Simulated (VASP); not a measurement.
A run of VASP 6.6.1 is set up as follows.

INCAR

```
  ALGO = Normal
  EDIFF = 1E-7
  EDIFFG = -0.04
  ENCUT = 600
  GGA = PE
  IBRION = 2
  ISIF = 3
  ISMEAR = 0
  ISPIN = 2
  LASPH = T
  LCHARG = F
  LMAXMIX = 4
  LORBIT = 11
  LREAL = F
  LWAVE = F
  MAGMOM = 4 0 0 0
  NELM = 150
  NSW = 90
  PREC = Accurate
  SIGMA = 0.1
```

The input KPOINTS:

```
k-points
0
Gamma
  4 4 4
```

POSCAR

```
MnCl3
1.0
    0.0000000000      4.0426333600      4.0426333600
    4.0426333600      0.0000000000      4.0426333600
    4.0426333600      4.0426333600      0.0000000000
Mn Cl
1 3
Direct
    0.0000000000      0.0000000000      0.0000000000
    0.2500000000      0.2500000000      0.2500000000
    0.7500000000      0.7500000000      0.7500000000
    0.5000000000      0.5000000000      0.5000000000
```

Potentials or basis: VASP PAW PBE potentials, release 64 (Mn_pv, Cl).

The run is started by

```sh
$ cat potpaw_PBE.64/Mn_pv/POTCAR potpaw_PBE.64/Cl/POTCAR > POTCAR
$ mpirun -np 1 vasp_std > vasp.out
```

Problem. Estimate the relaxed volume.

Solution. 19.82 Å³/atom.

Problem. Estimate the relaxed cell.

Solution. a = 4.822 Å, b = 4.822 Å, c = 4.822 Å, α = 60.00°, β = 60.00°, γ = 60.00°.

Problem. What does it give for the space group after relaxing (to 0.05 Å)?

Solution. Fm-3m (No. 225).

Final structure:
```yaml
crystal:
  lattice:
    - [0.00000, 3.40962, 3.40962]
    - [3.40962, 0.00000, 3.40962]
    - [3.40962, 3.40962, 0.00000]
  atoms:
    - { symbol: Mn, position: [0.00000, 0.00000, 0.00000] }
    - { symbol: Cl, position: [0.25000, 0.25000, 0.25000] }
    - { symbol: Cl, position: [0.75000, 0.75000, 0.75000] }
    - { symbol: Cl, position: [0.50000, 0.50000, 0.50000] }
```

Caveat: the volume moved by over 15 % at a fixed basis, so the end points are rough; a cell with one magnetic atom can't hold antiferromagnetic order, which such compounds often take.
